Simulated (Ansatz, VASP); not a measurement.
# Two plane-wave programs on BiSbTe2S

```
Sb Bi Te S
1.0
     4.63917    0.00000    0.00000
    -2.31959    4.01764    0.00000
     0.00000    0.00000   11.48909
Sb Bi Te S
1 1 2 1
Direct
  0.33333 0.66667 0.00000
  0.33333 0.66667 0.50000
  0.33333 0.66667 0.25837
  0.33333 0.66667 0.74163
  0.66667 0.33333 0.00000
```

Alike in both runs: functional PBE; k mesh 12 × 12 × 4; occupations gaussian, width 0.1 eV; no spin polarisation.

Ansatz relaxed the structure, and its values are those at the end. VASP's run is a single point on that final structure, the one shown.

|  | VASP | Ansatz |
| --- | --- | --- |
| version | VASP 6.6.1 | Ansatz 0.2.0 |
| potentials or method | VASP PAW PBE potentials, release 64 (Sb, Bi_d, Te, S), cutoff 520 eV | scalar-relativistic, plane waves, PAW |
| valence electrons in the cell | 38 | 68 |

```tsv
	VASP	Ansatz	Ansatz less VASP
gap on the k mesh at the Fermi level (eV)	none	none	-
pressure (GPa)	-0.1	0.0	+0.06
```

A gap of «none» marks a metal or a gap that the smearing closes. The functional is the same, so the differences come from potentials, cutoffs and numerics. VASP's potentials hold 38 valence electrons a cell and Ansatz's 68, so a difference there can come from the potentials and not from the codes.

Spin-orbit coupling is off throughout.
